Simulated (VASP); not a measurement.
# Al (C222_1) in VASP: further runs

Runs on Al. Level: PBE+D3(BJ). Tasks: single point.

Program: VASP 6.6.1. These are calculated values, not measurements. Logs are shortened: lines on timing, memory, paths and dates and some standing lists are left out, and cuts for length are marked.

### Step 1. The cell of the first run

It takes space group C222_1 (No. 20, orthorhombic). The conventional cell has a = 2.927 Å, b = 5.070 Å, c = 9.241 Å, α = 90.00°, β = 90.00°, γ = 90.00°. Al (site symmetry 2) has 12 Al at 2.64 to 3.15 Å within 3.5 Å. Al (site symmetry 2) has 12 Al at 2.64 to 3.15 Å within 3.5 Å.

### Step 2. Single point, PBE+D3(BJ) (atoms displaced along a vibrational mode, the cell strained)

INCAR

```
SYSTEM = Al
ALGO = Fast ; EDIFF = 1E-7
ENCUT = 520 ; GGA = PE
ISIF = 2 ; ISMEAR = 0
IVDW = 12 ; LASPH = .True.
LCHARG = .True. ; LELF = .True.
LREAL = .False. ; LVHAR = .True.
LWAVE = .False. ; NBANDS = 14
NELM = 80 ; PREC = Accurate
SIGMA = 0.15
```

KPOINTS

```
k-points
0
Gamma
  18 18 4
  0 0 0
```

POSCAR

```
Al
1.0
    2.9269991555      0.0000000000      0.0000000000
   -1.4634995778      2.5348556255      0.0000000000
    0.0000000000      0.0000000000      9.2410470711
Al
4
Direct
   -0.1725398516      0.0000000000      0.0000000000
    0.3333333333      0.6666666667      0.2500000000
    0.1725398516      0.0000000000      0.5000000000
    0.6666666667      0.3333333333      0.7500000000
```

Potentials or basis: VASP PAW PBE potentials, release 64 (Al).

Command:

```bash
$ cat potpaw_PBE.64/Al/POTCAR > POTCAR
$ mpirun -np 1 vasp_std > vasp.out
```

OUTCAR:

```text
SYSTEM = Al
   EDIFF = 1E-7
   ENCUT = 520
   GGA = PE
   ISIF = 2
   ISMEAR = 0
   IVDW = 12
   LASPH = .True.
   LREAL = .False.
   NELM = 80
   PREC = Accurate
 IVDW          = 12

 ion  position               nearest neighbor table
   1  0.827  0.000  0.000-   4 2.64   2 2.64   2 2.91   4 2.91   2 3.15   4 3.15
   2  0.333  0.667  0.250-   3 2.64   1 2.64   1 2.91   3 2.91   1 3.15   3 3.15
   3  0.173  0.000  0.500-   2 2.64   4 2.64   4 2.91   2 2.91   4 3.15   2 3.15
   4  0.667  0.333  0.750-   1 2.64   3 2.64   3 2.91   1 2.91   3 3.15   1 3.15

  LATTYP: Found a hexagonal cell.
 ALAT       =     2.9269991555
 C/A-ratio  =     3.1571744917

  Lattice vectors:

 A1 = (   2.9269991555,   0.0000000000,   0.0000000000)
 A2 = (  -1.4634995778,   2.5348556255,   0.0000000000)
 A3 = (   0.0000000000,   0.0000000000,   9.2410470711)

Analysis of symmetry for initial positions (statically):
=====================================================================
 Subroutine PRICEL returns:
 Original cell was already a primitive cell.

 Routine SETGRP: Setting up the symmetry group for a
 hexagonal supercell.

 Subroutine GETGRP returns: Found  4 space group operations
 (whereof  2 operations were pure point group operations)
 out of a pool of 24 trial point group operations.

The static configuration has the point symmetry C_2 .
 The point group associated with its full space group is D_2 .

Analysis of symmetry for dynamics (positions and initial velocities):
=====================================================================
 Subroutine PRICEL returns:
 Original cell was already a primitive cell.

 Routine SETGRP: Setting up the symmetry group for a
 hexagonal supercell.

 Subroutine GETGRP returns: Found  4 space group operations
 (whereof  2 operations were pure point group operations)
 out of a pool of 24 trial point group operations.

The dynamic configuration has the point symmetry C_2 .
 The point group associated with its full space group is D_2 .

 Subroutine INISYM returns: Found  4 space group operations
 (whereof  2 operations are pure point group operations),
 and found     1 'primitive' translations

----------------------------------------------------------------------------------------

                                     Primitive cell

  volume of cell :      68.5641

  direct lattice vectors                    reciprocal lattice vectors
     2.926999155  0.000000000  0.000000000     0.341646836  0.197249893  0.000000000
[... 105 lines left out ...]
   ISMEAR =     0;   SIGMA  =   0.15  broadening in eV -4-tet -1-fermi 0-gaus
   EFERMI_NEDOS =   21; number of points for ismear=-14 and -15
   IALGO  =     68    algorithm
   IMIX   =      4    mixing-type and parameters
     AMIX     =   0.40;   BMIX     =  1.00
     AMIX_MAG =   1.60;   BMIX_MAG =  1.00
  volume/ion in A,a.u.               =      17.14       115.67
  Fermi-wavevector in a.u.,A,eV,Ry     =   0.915735  1.730487 11.409433  0.838570
  Thomas-Fermi vector in A             =   2.040510
   LORBIT       =      0    0 simple, 1 ext, 2 COOP (PROOUT), +10 PAW based schemes
   GGA     = PE    functional components
   LHFCALC =     F    Hartree Fock is set to
   AEXX    =    0.0000 exact exchange contribution
   IVDW    =    12    specifies the selected vdW correction
   LEPSILON=     F    determine dielectric tensor
   LRPA    =     F    only Hartree local field effects (RPA)
 non-spin polarized calculation
 RMM-DIIS sequential band-by-band and
 Gauss-broadening in eV      SIGMA  =   0.15
  energy-cutoff  :      520.00
  volume of cell :       68.56
 maximum number of plane-waves:      1907
 NGX is ok and might be reduce to    24
   NGX = 11   NGY = 11   NGZ = 35

 number of electron      12.0000000 magnetization

 Free energy of the ion-electron system (eV)
  ---------------------------------------------------
  ext. energy  EPLUGINS =         0.00000000
  ---------------------------------------------------
  free energy    TOTEN  =       -14.72399976 eV

  energy without entropy =      -14.70484914  energy(sigma->0) =      -14.71442445

 E-fermi :   7.5788     XC(G=0): -10.0514

 val. band max:        7.5728474641   @ k =   0.3333   0.1667   0.2500
 cond. band min:       7.5826904050   @ k =   0.3333   0.2222   0.2500
 fundamental gap:      0.0098429409
 Fermi energy:         7.5788271413

 k-point     1 :       0.0000    0.0000    0.0000
  band No.  band energies     occupation
      1      -3.2735      2.00000
      2      -1.5509      2.00000
      3      -1.5508      2.00000
      4       3.3113      2.00000
      5       3.6935      2.00000
      6      11.5171      0.00000
      7      11.5198      0.00000
      8      17.4672      0.00000
      9      17.5711      0.00000
     10      17.8098      0.00000
     11      18.0176      0.00000
     12      18.7989      0.00000
     13      18.8748      0.00000
     14      18.9820      0.00000
[... 377 lines left out ...]
      1      -2.7771      2.00000
      2      -1.0606      2.00000
      3      -1.0602      2.00000
      4       3.7670      2.00000
      5       4.1795      2.00000
      6      11.6713      0.00000
      7      11.8402      0.00000
      8      13.4754      0.00000
      9      14.3711      0.00000
     10      14.5873      0.00000
     11      14.6030      0.00000
     12      15.6482      0.00000
     13      15.7801      0.00000
     14      17.9075      0.00000

 [... further k-points ...]

------------------------ aborting loop because EDIFF is reached ----------------------------------------

 Edisp (eV)   -1.29392

 E8    (eV) :    -0.5785

  FORCE on cell =-STRESS in cart. coord.  units (eV):
  Direction    XX          YY          ZZ          XY          YZ          ZX
  --------------------------------------------------------------------------------------
  -------------------------------------------------------------------------------------
  Total      -2.42455    -2.41576     0.15790     0.00000     0.00000     0.00000
  in kB     -56.65584   -56.45051     3.68963     0.00000     0.00000     0.00000
  external pressure =      -36.47 kB  Pullay stress =        0.00 kB

 VOLUME and BASIS-vectors are now :
 -----------------------------------------------------------------------------
  energy-cutoff  :      520.00
  volume of cell :       68.56
      direct lattice vectors                 reciprocal lattice vectors
     2.926999155  0.000000000  0.000000000     0.341646836  0.197249893  0.000000000
    -1.463499578  2.534855626  0.000000000     0.000000000  0.394499785  0.000000000
     0.000000000  0.000000000  9.241047071     0.000000000  0.000000000  0.108212846

 POSITION                                       TOTAL-FORCE (eV/Angst)
 -----------------------------------------------------------------------------------
      2.42198      0.00000      0.00000         0.379454      0.000000      0.000000
     -0.00000      1.68990      2.31026         0.000000     -0.282530      0.000000
      0.50502      0.00000      4.62052        -0.379454      0.000000      0.000000
      1.46350      0.84495      6.93079        -0.000000      0.282530      0.000000
 -----------------------------------------------------------------------------------
    total drift:                                0.000000     -0.000000      0.000000

  FREE ENERGIE OF THE ION-ELECTRON SYSTEM (eV)
  ---------------------------------------------------
  free  energy   TOTEN  =       -16.0179174058 eV

  energy  without entropy=      -15.9987667853  energy(sigma->0) =      -16.00834210
```

It took 4.8 min on 1 thread of Intel Xeon 8259CL, shared host; peak memory 0.34 GiB.

Results:

| Quantity | Value |
| --- | --- |
| Free energy | -16.0179 eV |
| Pressure | -3.6 GPa |
| Largest force | 0.379 eV/Å |
| Band gap on the k mesh | zero (bands 6 and 7 overlap by 5.84 eV) |
| Dispersion energy per atom | -0.323 eV |

Forces on the atoms (eV/Å):
```
Al   0.379  0.000  0.000
Al   0.000 -0.283  0.000
Al  -0.379  0.000  0.000
Al   0.000  0.283  0.000
```

Caveat: the cell differs from its parent crystal (atoms displaced along a vibrational mode, the cell strained); the cell stands under tension.

### Step 3. Single point, PBE+D3(BJ) (atoms displaced along a vibrational mode, the cell strained)

INCAR

```
SYSTEM = Al
PREC = Accurate
ENCUT = 520
EDIFF = 1E-6
ISMEAR = 0
SIGMA = 0.15
LREAL = .FALSE.
LASPH = .TRUE.
NELM = 100
ALGO = Fast
ISIF = 2
LWAVE = .FALSE.
LCHARG = .FALSE.
GGA = PE
IVDW = 12
NBANDS = 14
```

KPOINTS

```
Automatic mesh
0
G
  18 18 4
  0 0 0
```

POSCAR

```
Al
1.0
    2.7018453743      0.0000000000      0.0000000000
   -1.3509226872      2.3398667312      0.0000000000
    0.0000000000      0.0000000000      9.2410470711
Al
4
Direct
   -0.0862699258      0.0000000000      0.0000000000
    0.3333333333      0.6666666667      0.2500000000
    0.0862699258      0.0000000000      0.5000000000
    0.6666666667      0.3333333333      0.7500000000
```

Potentials or basis: VASP PAW PBE potentials, release 64 (Al).

Command:

```bash
$ cat potpaw_PBE.64/Al/POTCAR > POTCAR
$ mpirun -np 1 vasp_std > vasp.out
```

Wall time 2.9 min (1 thread of Intel Xeon 8259CL, shared host); peak memory 0.3 GiB.

It converged, with:

```
Free energy                : -16.1135 eV
Pressure                   : 9.3 GPa
Largest force              : 0.232 eV/Å
Band gap on the k mesh     : zero (bands 6 and 7 overlap by 5.00 eV)
Dispersion energy per atom : -0.382 eV
```

Forces on the atoms (eV/Å):
```
Al   0.232  0.000  0.000
Al   0.000 -0.090  0.000
Al  -0.232  0.000  0.000
Al   0.000  0.090  0.000
```

Stress tensor (GPa, compression positive):
```
10.67  0.00  0.00
 0.00 10.63  0.00
 0.00  0.00  6.57
```

Levels at points of the mesh, in eV from the Fermi level:
| k point | band 2 | band 3 | band 4 | band 5 | band 6 | band 7 | band 8 | band 9 | band 10 | band 11 |
| --- | --- | --- | --- | --- | --- | --- | --- | --- | --- | --- |
| (0.00, 0.00, 0.00) | -10.26 | -10.25 | -5.32 | -5.11 | 2.81 | 2.82 | 12.02 | 12.38 | 12.40 | 12.47 |
| (0.50, 0.00, 0.00) | -5.42 | -4.14 | -4.11 | -3.36 | -3.34 | 0.85 | 1.08 | 1.27 | 1.55 | 6.81 |
| (0.00, 0.50, 0.00) | -5.41 | -4.18 | -4.14 | -3.32 | -3.28 | 0.77 | 1.14 | 1.20 | 1.63 | 6.72 |
| (0.00, 0.00, 0.50) | -11.54 | -8.14 | -8.14 | -1.55 | -1.55 | 7.76 | 7.76 | 12.56 | 12.56 | 12.63 |
| (0.50, 0.00, 0.50) | -5.12 | -4.92 | -4.92 | -2.05 | -2.05 | -1.20 | -1.20 | 4.48 | 4.48 | 4.68 |
| (0.00, 0.50, 0.50) | -5.11 | -4.93 | -4.93 | -1.98 | -1.98 | -1.26 | -1.26 | 4.51 | 4.51 | 4.64 |

Caveat: the cell differs from its parent crystal (atoms displaced along a vibrational mode, the cell strained); the cell stands under pressure.

### Step 4. Single point, PBE+D3(BJ) (atoms displaced along a vibrational mode, the cell strained)

INCAR

```
SYSTEM = Al
ALGO     = Fast           ! electronic algorithm
EDIFF    = 1E-7           ! SCF threshold, eV
ENCUT    = 520            ! plane-wave cutoff, eV
GGA      = PE             ! functional
ISIF     = 2              ! what is computed and relaxed
ISMEAR   = 0              ! smearing method
IVDW     = 12             ! dispersion correction
LASPH    = .TRUE.         ! aspherical terms in the spheres
LCHARG   = .FALSE.        ! write CHGCAR
LREAL    = .FALSE.        ! projectors in reciprocal space
LWAVE    = .FALSE.        ! write WAVECAR
NBANDS   = 14             ! bands
NELM     = 60             ! most SCF steps
PREC     = Accurate       ! precision mode
SIGMA    = 0.15           ! smearing width, eV
```

KPOINTS

```
k-points
0
G
  18 18 4
  0 0 0
```

POSCAR

```
Al
1.0
    2.7392771904      0.0000000000      0.0000000000
   -1.3696385952      2.3722836349      0.0000000000
    0.0000000000      0.0000000000      9.2410470711
Al
4
Direct
   -0.1294048887      0.0000000000      0.0000000000
    0.3333333333      0.6666666667      0.2500000000
    0.1294048887      0.0000000000      0.5000000000
    0.6666666667      0.3333333333      0.7500000000
```

Command:

```bash
$ cat potpaw_PBE.64/Al/POTCAR > POTCAR
$ mpirun -np 1 vasp_std > vasp.out
```

It took 3.1 min on 1 thread of Intel Xeon 8259CL, shared host; peak memory 0.3 GiB.

The run converged. Its results:

| Property | Result |
| --- | --- |
| Free energy | -16.1348 eV |
| Pressure | 6.6 GPa |
| Largest force | 0.337 eV/Å |
| Band gap on the k mesh | zero (bands 6 and 7 overlap by 5.22 eV) |
| Dispersion energy per atom | -0.371 eV |

Forces on the atoms (eV/Å):
```
Al   0.337  0.000  0.000
Al   0.000 -0.191  0.000
Al  -0.337  0.000  0.000
Al   0.000  0.191  0.000
```

Stress tensor (GPa, compression positive):
```
6.82 0.00 0.00
0.00 6.82 0.00
0.00 0.00 6.14
```

Levels at points of the mesh, in eV from the Fermi level:
```
           k point  band 3  band 4  band 5  band 6  band 7  band 8  band 9  band 10
(0.00, 0.00, 0.00)  -10.05   -5.13   -4.89    3.01    3.02   11.84   11.99    12.15
(0.50, 0.00, 0.00)   -4.03   -4.02   -3.40   -3.40    0.96    1.05    1.41     1.53
(0.00, 0.50, 0.00)   -4.10   -4.09   -3.30   -3.30    0.77    1.19    1.26     1.68
(0.00, 0.00, 0.50)   -7.93   -7.93   -1.34   -1.34    7.92    7.92   12.22    12.22
(0.50, 0.00, 0.50)   -4.89   -4.89   -2.08   -2.08   -1.12   -1.12    4.46     4.46
(0.00, 0.50, 0.50)   -4.91   -4.91   -1.95   -1.95   -1.23   -1.23    4.50     4.50
```

Caveat: the cell differs from its parent crystal (atoms displaced along a vibrational mode, the cell strained); the cell stands under pressure.

### Step 5. Single point, PBE+D3(BJ) (atoms displaced along a vibrational mode, the cell strained)

INCAR

```
PREC     = Accurate       # precision mode
ENCUT    = 520            # plane-wave cutoff, eV
EDIFF    = 1E-6           # SCF threshold, eV
ISMEAR   = 0              # smearing method
SIGMA    = 0.15           # smearing width, eV
LREAL    = False          # projectors in reciprocal space
LASPH    = True           # aspherical terms in the spheres
NELM     = 60             # most SCF steps
ALGO     = Fast           # electronic algorithm
ISIF     = 2              # what is computed and relaxed
LWAVE    = False          # write WAVECAR
LCHARG   = False          # write CHGCAR
GGA      = PE             # functional
IVDW     = 12             # dispersion correction
NBANDS   = 14             # bands
```

KPOINTS

```
regular mesh
0
Gamma
  18 18 4
```

POSCAR

```
Al
1.0
    2.7392771904      0.0000000000      0.0000000000
   -1.3696385952      2.3722836349      0.0000000000
    0.0000000000      0.0000000000      9.2410470711
Al
4
Direct
   -0.2156748145      0.0000000000      0.0000000000
    0.3333333333      0.6666666667      0.2500000000
    0.2156748145      0.0000000000      0.5000000000
    0.6666666667      0.3333333333      0.7500000000
```

Command:

```bash
$ cat potpaw_PBE.64/Al/POTCAR > POTCAR
$ mpirun -np 1 vasp_std > vasp.out
```

Wall time 2.4 min (1 thread of Intel Xeon 8259CL, shared host); peak memory 0.3 GiB.

It converged, with:

```
Free energy                : -15.9226 eV
Pressure                   : 8.4 GPa
Largest force              : 0.551 eV/Å
Band gap on the k mesh     : zero (bands 6 and 7 overlap by 5.21 eV)
Dispersion energy per atom : -0.371 eV
```

Forces in eV/Å, atoms in the order of the input:
```
Al   0.551  0.000  0.000
Al   0.000 -0.481  0.000
Al  -0.551  0.000  0.000
Al   0.000  0.481  0.000
```

Stress tensor (GPa, compression positive):
```
 6.89  0.00  0.00
 0.00  7.35  0.00
 0.00  0.00 11.08
```

Levels at points of the mesh, in eV from the Fermi level:
```csv
k point,band 4,band 5,band 6,band 7,band 8,band 9
"(0.00, 0.00, 0.00)",-5.14,-4.87,2.98,2.98,11.39,12.06
"(0.50, 0.00, 0.00)",-3.91,-3.53,-3.53,0.83,1.17,1.34
"(0.00, 0.50, 0.00)",-4.09,-3.29,-3.29,0.73,1.19,1.27
"(0.00, 0.00, 0.50)",-7.92,-1.34,-1.34,7.81,7.81,12.24
"(0.50, 0.00, 0.50)",-4.85,-2.18,-2.18,-1.05,-1.05,4.38
"(0.00, 0.50, 0.50)",-4.91,-1.95,-1.95,-1.21,-1.21,4.39
```

Caveat: the cell differs from its parent crystal (atoms displaced along a vibrational mode, the cell strained); the cell stands under pressure.

### Step 6. Overview

| cell | further INCAR settings | gap on the mesh (eV) | pressure (GPa) | largest force (eV/Å) |
| --- | --- | --- | --- | --- |
| a = 2.927, b = 2.927, c = 9.241 Å, angles 90.0, 90.0, 120.0°, 4 atoms, atomic positions A | ALGO = Fast; EDIFF = 1e-07; NBANDS = 14 | none | -3.6 | 0.38 |
| a = 2.702, b = 2.702, c = 9.241 Å, angles 90.0, 90.0, 120.0°, 4 atoms, atomic positions B | ALGO = Fast; EDIFF = 1e-06; NBANDS = 14 | none | 9.3 | 0.23 |
| a = 2.739, b = 2.739, c = 9.241 Å, angles 90.0, 90.0, 120.0°, 4 atoms, atomic positions C | ALGO = Fast; EDIFF = 1e-07; NBANDS = 14 | none | 6.6 | 0.34 |
| a = 2.739, b = 2.739, c = 9.241 Å, angles 90.0, 90.0, 120.0°, 4 atoms, atomic positions D | ALGO = Fast; EDIFF = 1e-06; NBANDS = 14 | none | 8.4 | 0.55 |

Alike in all rows: task single point; level PBE+D3(BJ); potentials or basis VASP PAW PBE potentials, release 64 (Al); no spin polarisation; k mesh 18 × 18 × 4; cutoff (eV) 520; smearing gaussian 0.15 eV.

Caveats: the cell stands under pressure (at least some runs); the cell stands under tension (at least some runs).

Absolute energies hang on the potentials; compare differences alone.
